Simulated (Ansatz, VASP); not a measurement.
Al32C: VASP beside Ansatz

```
Al C
1.0
     8.10000    0.00000    0.00000
     0.00000    8.10000    0.00000
     0.00000    0.00000    8.10000
Al C
32 1
Direct
  0.48678 0.01281 0.98718
  0.75341 0.25259 0.99650
  0.76276 0.01284 0.26315
  0.00251 0.00349 0.99650
  0.24757 0.25205 0.00062
  0.49614 0.49710 0.99652
  0.76276 0.73684 0.98715
  0.24701 0.00346 0.25376
  0.49613 0.25258 0.25378
  0.75338 0.49709 0.25377
  0.49614 0.00347 0.50289
  0.74928 0.25206 0.50235
  0.75340 0.00349 0.74740
  0.00198 0.49765 0.00063
  0.24701 0.74623 0.99653
  0.00198 0.25205 0.24967
  0.24759 0.49767 0.24968
  0.48685 0.73694 0.26305
  0.00198 0.99936 0.50234
  0.24804 0.25157 0.50187
  0.50023 0.49767 0.50232
  0.75338 0.74622 0.50289
  0.24757 0.99937 0.74794
  0.50023 0.25204 0.74795
  0.74928 0.49764 0.74793
  0.00250 0.74620 0.25379
  0.00150 0.49812 0.50187
  0.24759 0.75031 0.50232
  0.00151 0.25159 0.74840
  0.24804 0.49812 0.74842
  0.49613 0.74621 0.74741
  0.00198 0.75032 0.74794
  0.62487 0.87491 0.12509
```

Alike in both runs: functional PBE; k mesh 3 × 3 × 3; occupations gaussian, width 0.1 eV; no spin polarisation.

Ansatz relaxed the structure, and its values are those at the end. VASP's run is a single point on that final structure, the one shown.

|  | VASP | Ansatz |
| --- | --- | --- |
| version | VASP 6.6.1 | Ansatz 0.2.0 |
| potentials or method | VASP PAW PBE potentials, release 64 (Al, C), cutoff 520 eV | scalar-relativistic, plane waves, PAW |
| valence electrons in the cell | 100 | 100 |

```tsv
	VASP	Ansatz	Ansatz less VASP
rms of the force components (eV/Å)	0.004	0.002	-0.0021
```
